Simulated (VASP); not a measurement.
Write the native input for VASP 6.6.1 that does the following.

| Item | Value |
| --- | --- |
| Task | relaxation of cell and atoms |
| Functional | PBEsol |
| Potentials or basis | VASP PAW PBE potentials, release 64 (Ga_d) |
| Cutoff | 600 eV |
| k mesh | 16 × 16 × 16 |
| Occupations | fermi-dirac, width 0.08 eV |
| Spin | no spin polarisation |
| Target pressure | 100 GPa |
| Dipole correction | no |
| Further INCAR settings | ALGO = Normal; EDIFF = 1e-06; IBRION = 2; EDIFFG = -0.005; NSW = 60; ISIF = 3 |

The structure of Ga lies in POSCAR:

```
Ga
1.0
    2.2328183838      0.0000000000      0.0000000000
    0.0000000000      2.2328183838      0.0000000000
    0.0000000000      0.0000000000      2.2328183838
Ga
1
Direct
    0.0000000000      0.0000000000      0.0000000000
```

These files were run (other wordings do the same):

INCAR

```
ALGO = Normal
EDIFF = 1E-6
EDIFFG = -0.005
ENCUT = 600
GGA = PS
IBRION = 2
ISIF = 3
ISMEAR = -1
LASPH = T
LCHARG = F
LREAL = F
LWAVE = F
NELM = 100
NSW = 60
PREC = Accurate
PSTRESS = 1000.0
SIGMA = 0.08
```

KPOINTS

```
k-points
0
Gamma
  16 16 16
```

Potentials or basis: VASP PAW PBE potentials, release 64 (Ga_d).

Launch:

```sh
$ cat potpaw_PBE.64/Ga_d/POTCAR > POTCAR
$ mpirun -np 1 vasp_std > vasp.out
```

Results of the run:

* Relaxed volume: 11.33 Å³/atom
* Relaxed cell: a = 2.246 Å, b = 2.246 Å, c = 2.246 Å, α = 90.00°, β = 90.00°, γ = 90.00°
* Space group after relaxing (to 0.05 Å): Pm-3m (No. 221)
* Energy change on relaxing (the enthalpy is what falls): -131.2 meV/atom
* Ionic steps: 4
* Pressure after relaxing: 100.0 GPa

Caveat: the cell is relaxed towards a set pressure, so the enthalpy falls and the energy may rise; the PAW data sets were made with another functional, which shifts forces and pressure a little.

Wall time 21 s on 1 thread of AMD EPYC 9R45 96-Core Processor (Zen 5), on a shared host, peak memory 0.11 GiB.
